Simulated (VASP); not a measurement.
The system is Cu.

```
Cu
1.0
     0.00000    1.80750    1.80750
     1.80750    0.00000    1.80750
     1.80750    1.80750    0.00000
Cu
1
Direct
  0.00000 0.00000 0.00000
```

```yaml
Program: VASP 6.6.1
Task: relaxation of cell and atoms
Functional: RPBE
Potentials_or_basis: VASP PAW PBE potentials, release 64 (Cu)
Cutoff: 600 eV
k_mesh: 20 × 20 × 20
Occupations: gaussian, width 0.1 eV
Spin: no spin polarisation
```

At the start: pressure 7.4 GPa; volume 11.81 Å³/atom.

Task: Where does the relaxation end?

Result: Over 3 steps the energy falls by 14.0 meV/atom and the volume is 12.45 Å³/atom (+5.4 %); space group Fm-3m (No. 225, to 0.05 Å).

The path:
| step | energy change (eV) | largest force (eV/Å) | pressure (GPa) | volume (Å³) |
| --- | --- | --- | --- | --- |
| 1 | 0.0000 | 0.0000 | 7.37 | 11.81 |
| 2 | -0.0113 | 0.0000 | -2.74 | 12.76 |
| 3 | -0.0140 | 0.0000 | 0.03 | 12.45 |

Final structure:
```xyz
1
Lattice="0.0000 1.8398 1.8398 1.8398 0.0000 1.8398 1.8398 1.8398 0.0000" Properties=species:S:1:pos:R:3 pbc="T T T"
Cu    0.0000    0.0000    0.0000
```

Caveat: the PAW data sets were made with another functional, which shifts forces and pressure a little.
